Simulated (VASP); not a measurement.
The system is BN.

```xyz
2
Lattice="0.0000 3.4953 2.1661 1.2516 0.0000 2.1661 1.2516 3.4953 0.0000" Properties=species:S:1:pos:R:3 pbc="T T T"
N     1.2516    3.4953    2.8881
B     1.2516    3.4953    0.0002
```

Base run:

| Property | Result |
| --- | --- |
| Program | VASP 6.6.1 |
| Functional | r2SCAN |
| Potentials or basis | VASP PAW PBE potentials, release 64 (N, B) |
| Cutoff | 520 eV |
| k mesh | 13 × 13 × 13 |
| Occupations | fermi-dirac, width 0.05 eV |
| Spin | no spin polarisation |

Its results: band gap on the k mesh 4.41 eV, indirect (least direct gap 5.35 eV); pressure -0.1 GPa; largest force 0.009 eV/Å.

Problem. The run is repeated on the same cell with these changes: functional from r2SCAN to PBEsol; occupations from fermi-dirac, width 0.05 eV to gaussian, width 0.05 eV. What comes out?

Solution. Band gap on the k mesh 3.79 eV, indirect (least direct gap 4.59 eV); pressure 0.9 GPa; largest force 0.010 eV/Å.

Caveats: the PAW data sets were made with another functional, which shifts forces and pressure a little.

A k mesh can miss the band edges.
